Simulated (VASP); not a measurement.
# NbSi (Fm-3m) in VASP: further runs, part 2 of 2

VASP 6.6.1. The steps go on from the part before.

**4. Single point, PBEsol+D4**

This run uses another cell than the first one, of 16.35 Å³/atom.

The input, INCAR:

```
  PREC = Accurate
  ENCUT = 520
  EDIFF = 1E-6
  ISMEAR = -1
  SIGMA = 0.05
  LREAL = False
  LASPH = True
  NELM = 60
  ALGO = Normal
  ISIF = 2
  LWAVE = False
  LCHARG = False
  GGA = PS
  IVDW = 13
  NBANDS = 16
```

The input, KPOINTS:

```
Automatic mesh
0
Gamma
  9 9 9
```

The input, POSCAR:

```
NbSi
1.0
    0.0000000000      2.5381974963      2.5381974963
    2.5381974963      0.0000000000      2.5381974963
    2.5381974963      2.5381974963      0.0000000000
Nb Si
1 1
Direct
    0.0000000000      0.0000000000      0.0000000000
    0.5000000000      0.5000000000      0.5000000000
```

Potentials or basis: VASP PAW PBE potentials, release 64 (Nb_sv, Si).

Started as:

```
> cat potpaw_PBE.64/Nb_sv/POTCAR potpaw_PBE.64/Si/POTCAR > POTCAR
> mpirun -np 1 vasp_std > vasp.out
```

OUTCAR:

```text
PREC = Accurate
   ENCUT = 520
   EDIFF = 1E-6
   ISMEAR = -1
   LREAL = False
   LASPH = True
   NELM = 60
   ISIF = 2
   GGA = PS
   IVDW = 13

 ion  position               nearest neighbor table
   1  0.000  0.000  0.000-   2 2.54   2 2.54   2 2.54   2 2.54   2 2.54   2 2.54
   2  0.500  0.500  0.500-   1 2.54   1 2.54   1 2.54   1 2.54   1 2.54   1 2.54

  LATTYP: Found a face centered cubic cell.
 ALAT       =     5.0763949926

  Lattice vectors:

 A1 = (   0.0000000000,   2.5381974963,   2.5381974963)
 A2 = (   2.5381974963,   0.0000000000,   2.5381974963)
 A3 = (   2.5381974963,   2.5381974963,   0.0000000000)

Analysis of symmetry for initial positions (statically):
=====================================================================
 Subroutine PRICEL returns:
 Original cell was already a primitive cell.

 Routine SETGRP: Setting up the symmetry group for a
 face centered cubic supercell.

 Subroutine GETGRP returns: Found 48 space group operations
 (whereof 48 operations were pure point group operations)
 out of a pool of 48 trial point group operations.

The static configuration has the point symmetry O_h .

Analysis of symmetry for dynamics (positions and initial velocities):
=====================================================================
 Subroutine PRICEL returns:
 Original cell was already a primitive cell.

 Routine SETGRP: Setting up the symmetry group for a
 face centered cubic supercell.

 Subroutine GETGRP returns: Found 48 space group operations
 (whereof 48 operations were pure point group operations)
 out of a pool of 48 trial point group operations.

The dynamic configuration has the point symmetry O_h .

 Subroutine INISYM returns: Found 48 space group operations
 (whereof 48 operations are pure point group operations),
 and found     1 'primitive' translations

----------------------------------------------------------------------------------------

[... 111 lines left out ...]
     AMIX     =   0.40;   BMIX     =  1.00
     AMIX_MAG =   1.60;   BMIX_MAG =  1.00
  volume/ion in A,a.u.               =      16.35       110.35
  Fermi-wavevector in a.u.,A,eV,Ry     =   1.316303  2.487451 23.574168  1.732652
  Thomas-Fermi vector in A             =   2.446424
   LORBIT       =      0    0 simple, 1 ext, 2 COOP (PROOUT), +10 PAW based schemes
   GGA     = PS    functional components
   LHFCALC =     F    Hartree Fock is set to
   AEXX    =    0.0000 exact exchange contribution
   IVDW    =    13    specifies the selected vdW correction
   LEPSILON=     F    determine dielectric tensor
   LRPA    =     F    only Hartree local field effects (RPA)
 non-spin polarized calculation
  energy-cutoff  :      520.00
  volume of cell :       32.70
 maximum number of plane-waves:       899
   NGX = 13   NGY = 13   NGZ = 13

 number of electron      17.0000001 magnetization

 Free energy of the ion-electron system (eV)
  ---------------------------------------------------
  ext. energy  EPLUGINS =         0.00000000
  ---------------------------------------------------
  free energy    TOTEN  =       -17.23388175 eV

  energy without entropy =      -17.22279225  energy(sigma->0) =      -17.22833700

 E-fermi :  10.6755     XC(G=0): -11.8922

 val. band max:       10.6642442572   @ k =   0.4444   0.2222   0.1111
 cond. band min:      10.6803431959   @ k =  -0.2222   0.2222   0.0000
 fundamental gap:      0.0160989387
 Fermi energy:        10.6755455210

 k-point     1 :       0.0000    0.0000    0.0000
  band No.  band energies     occupation
      1     -44.3888      2.00000
      2     -20.4411      2.00000
      3     -20.4411      2.00000
      4     -20.4411      2.00000
      5      -0.1745      2.00000
      6       9.3414      2.00000
[... 433 lines left out ...]
      3     -20.5278      2.00000
      4     -20.5278      2.00000
      5       2.1358      2.00000
      6       7.0066      2.00000
[... 8 lines left out ...]
     15      22.3956      0.00000
     16      24.5334      0.00000

 [... further k-points ...]

------------------------ aborting loop because EDIFF is reached ----------------------------------------

  DFT-D4 for vdW energy calculation

  Edisp (eV):   -0.45010

  FORCE on cell =-STRESS in cart. coord.  units (eV):
  Direction    XX          YY          ZZ          XY          YZ          ZX
  --------------------------------------------------------------------------------------
  -------------------------------------------------------------------------------------
  Total      -0.01506    -0.01506    -0.01506     0.00000     0.00000     0.00000
  in kB      -0.73797    -0.73797    -0.73797     0.00000     0.00000     0.00000
  external pressure =       -0.74 kB  Pullay stress =        0.00 kB

 VOLUME and BASIS-vectors are now :
 -----------------------------------------------------------------------------
  energy-cutoff  :      520.00
  volume of cell :       32.70
      direct lattice vectors                 reciprocal lattice vectors
     0.000000000  2.538197496  2.538197496    -0.196990187  0.196990187  0.196990187
     2.538197496  0.000000000  2.538197496     0.196990187 -0.196990187  0.196990187
     2.538197496  2.538197496  0.000000000     0.196990187  0.196990187 -0.196990187

 POSITION                                       TOTAL-FORCE (eV/Angst)
 -----------------------------------------------------------------------------------
      0.00000      0.00000      0.00000         0.000000      0.000000      0.000000
      2.53820      2.53820      2.53820        -0.000000      0.000000     -0.000000
 -----------------------------------------------------------------------------------
    total drift:                               -0.000000      0.000000      0.000000

  FREE ENERGIE OF THE ION-ELECTRON SYSTEM (eV)
  ---------------------------------------------------
  free  energy   TOTEN  =       -17.6839798939 eV

  energy  without entropy=      -17.6728903935  energy(sigma->0) =      -17.67843514
```

OSZICAR:

```text
N       E                     dE             d eps       ncg     rms          rms(c)
DAV:   1     0.126572128839E+03    0.12657E+03   -0.82644E+03  1120   0.100E+03
DAV:   2    -0.126929305138E+02   -0.13927E+03   -0.13127E+03  1328   0.338E+02
DAV:   3    -0.182670481047E+02   -0.55741E+01   -0.54174E+01  1768   0.564E+01
DAV:   4    -0.184541599737E+02   -0.18711E+00   -0.18697E+00  1488   0.992E+00
DAV:   5    -0.184606566704E+02   -0.64967E-02   -0.64960E-02  1768   0.175E+00    0.923E+00
DAV:   6    -0.172370813425E+02    0.12236E+01   -0.29253E+00  1840   0.156E+01    0.286E+00
DAV:   7    -0.172369741550E+02    0.10719E-03   -0.11636E-01  1320   0.276E+00    0.169E+00
DAV:   8    -0.172338890243E+02    0.30851E-02   -0.19436E-02  2008   0.940E-01    0.297E-01
DAV:   9    -0.172338673796E+02    0.21645E-04   -0.74000E-04  1432   0.229E-01    0.130E-01
DAV:  10    -0.172338841129E+02   -0.16733E-04   -0.16165E-04  1480   0.139E-01    0.858E-03
DAV:  11    -0.172338825967E+02    0.15162E-05   -0.82510E-06  1728   0.328E-02    0.707E-03
DAV:  12    -0.172338817520E+02    0.84468E-06   -0.54261E-07   928   0.931E-03
   1 F= -.17683980E+02 E0= -.17678435E+02  d E =-.110895E-01
```

stdout:

```text
POSCAR found type information on POSCAR NbSi
 POSCAR found :  2 types and       2 ions
 scaLAPACK will be used
 -----------------------------------------------------------------------------
|                                                                             |
|                                                                             |
|     You enforced a specific xc type in the INCAR file but a different       |
|     I HOPE YOU KNOW WHAT YOU ARE DOING!                                     |
|                                                                             |
 -----------------------------------------------------------------------------

 LDA part: xc-table for (Slater+PW92), standard interpolation
 POSCAR, INCAR and KPOINTS ok, starting setup
 FFT: planning ... GRIDC
 FFT: planning ... GRID_SOFT
 FFT: planning ... GRID
 WAVECAR not read
 entering main loop
```

It took 25 s on 1 thread of Intel Xeon 8259CL, shared host; peak memory 0.16 GiB.

Results:

```yaml
Free_energy: -17.6840 eV
Pressure: -0.1 GPa
Band_gap_on_the_k_mesh: zero (an odd number of electrons rules out a gap without spin polarisation)
Dispersion_energy_per_atom: -0.225 eV
```

Levels at points of the mesh, in eV from the Fermi level:
```
           k point  band 7  band 8  band 9  band 10  band 11  band 12
(0.00, 0.00, 0.00)   -1.33   -1.33   -0.72    -0.72     2.59     2.59
```

Caveat: the PAW data sets were made with another functional, which shifts forces and pressure a little.

**5. Single point, PBEsol+D3(BJ)**

This run uses another cell than the first one, of 17.05 Å³/atom.

The input, INCAR:

```
PREC = Accurate ; ENCUT = 520
EDIFF = 1E-6 ; ISMEAR = -1
SIGMA = 0.05 ; LREAL = False
LASPH = True ; NELM = 100
ALGO = Normal ; ISIF = 2
LWAVE = False ; LCHARG = False
GGA = PS ; IVDW = 12
NBANDS = 16
```

KPOINTS is that of step 4.

The input, POSCAR:

```
NbSi
1.0
    0.0000000000      2.5738300000      2.5738300000
    2.5738300000      0.0000000000      2.5738300000
    2.5738300000      2.5738300000      0.0000000000
Nb Si
1 1
Direct
    0.0000000000      0.0000000000      0.0000000000
    0.5000000000      0.5000000000      0.5000000000
```

Started as:

```
> cat potpaw_PBE.64/Nb_sv/POTCAR potpaw_PBE.64/Si/POTCAR > POTCAR
> mpirun -np 1 vasp_std > vasp.out
```

Run time: 30 s. Hardware: 1 thread of Intel Xeon 8259CL, shared host; peak memory 0.17 GiB.

Results (log left out):

| Quantity | Value |
| --- | --- |
| Free energy | -18.2796 eV |
| Pressure | -9.6 GPa |
| Band gap on the k mesh | zero (an odd number of electrons rules out a gap without spin polarisation) |
| Dispersion energy per atom | -0.528 eV |

Levels at points of the mesh, in eV from the Fermi level:
```tsv
k point	band 6	band 7	band 8	band 9	band 10	band 11	band 12	band 13
(0.00, 0.00, 0.00)	-1.24	-1.24	-1.24	-0.67	-0.67	2.48	2.48	2.48
```

Caveat: three body term missing; the cell stands under tension; the PAW data sets were made with another functional, which shifts forces and pressure a little.

**6. The runs side by side**

```csv
level,cell,gap on the mesh (eV),pressure (GPa)
PBEsol+D3(BJ),"a = 3.571 Å, angles 60.0°, 2 atoms",none,-1.0
PBEsol,"a = 3.605 Å, angles 60.0°, 2 atoms",none,-0.1
PBEsol+D4,"a = 3.590 Å, angles 60.0°, 2 atoms",none,-0.1
PBEsol+D3(BJ),"a = 3.640 Å, angles 60.0°, 2 atoms",none,-9.6
```

Alike in all rows: task single point; potentials or basis VASP PAW PBE potentials, release 64 (Nb_sv, Si); no spin polarisation; k mesh 9 × 9 × 9; cutoff (eV) 520; smearing fermi-dirac 0.05 eV.

Caveats: the PAW data sets were made with another functional, which shifts forces and pressure a little; three body term missing (at least some runs); the cell stands under tension (at least some runs).

Absolute energies hang on the potentials; compare differences alone.
